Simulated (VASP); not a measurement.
Set up this calculation in VASP 6.6.1, as the native input.

```
Task                   : single point
Functional             : PBE
Potentials or basis    : VASP PAW PBE potentials, release 64 (Si, N, O)
Cutoff                 : 520 eV
k mesh                 : 3 × 3 × 3
Occupations            : gaussian, width 0.1 eV
Spin                   : no spin polarisation
Dipole correction      : no
Further INCAR settings : LREAL = Auto; ALGO = Normal; EDIFF = 1e-06; NBANDS = 54; ISYM = 0
```

The structure of Si7N8O2 lies in POSCAR:

```
Si7N8O2
1.0
    5.4312157009     -0.3825725080     -0.4811013001
   -0.4227885489      6.9392629498      0.1159033461
   -0.4905113336      0.1328499855      5.5772232971
Si N O
7 8 2
Direct
    0.8242435142      0.4696017076      0.9626770820
    0.3818256944      0.4226399195      0.5306387102
    0.5653571790      0.0545071353      0.8233683204
    0.4555313995      0.0346970414      0.3400773160
    0.0824130641      0.8505789631      0.0086016662
    0.0663567551      0.6398392996      0.5134988705
    0.9715972625      0.2118591570      0.1927343112
    0.9721074358      0.6640638780      0.8022008304
    0.4918408972      0.9011193199      0.5975096209
    0.0554457508      0.8128805344      0.2979342362
    0.5780237018      0.3247518459      0.7831655082
    0.2598490439      0.2162886423      0.3625694066
    0.5285791750      0.5381937714      0.2912223235
    0.3847954644      0.9658085456      0.0370508158
    0.7509814274      0.5443645605      0.2658752500
    0.8933154206      0.0474161670      0.9508134043
    0.7418188737      0.1604574267      0.3408847692
```

One way to write it, as run:

INCAR

```
SYSTEM = Si7N8O2
ALGO     = Normal         ! electronic algorithm
EDIFF    = 1E-6           ! SCF threshold, eV
ENCUT    = 520            ! plane-wave cutoff, eV
GGA      = PE             ! functional
ISIF     = 2              ! what is computed and relaxed
ISMEAR   = 0              ! smearing method
ISYM     = 0            
LASPH    = .True.         ! aspherical terms in the spheres
LCHARG   = .True.         ! write CHGCAR
LELF     = .True.         ! ELF
LREAL    = Auto         
LVHAR    = .True.       
LWAVE    = .False.        ! write WAVECAR
NBANDS   = 54             ! bands
NELM     = 100            ! most SCF steps
PREC     = Accurate       ! precision mode
SIGMA    = 0.1            ! smearing width, eV
```

KPOINTS

```
k-points
0
Gamma
  3 3 3
  0 0 0
```

Potentials or basis: VASP PAW PBE potentials, release 64 (Si, N, O).

The run is started by

```sh
$ cat potpaw_PBE.64/Si/POTCAR potpaw_PBE.64/N/POTCAR potpaw_PBE.64/O/POTCAR > POTCAR
$ mpirun -np 1 vasp_std > vasp.out
```

Results of the run:

The pressure is -0.1 GPa. The largest force is 0.178 eV/Å and the band gap on the k mesh is 1.51 eV (least direct gap 1.52 eV).

Caveat: the standard files for N, O and F lose accuracy on very short bonds; the atoms stand as in a frame of molecular dynamics.

It took 3.3 min on 1 thread of Intel(R) Xeon(R) 6975P-C (Granite Rapids) (shared host), peak memory 0.32 GiB.
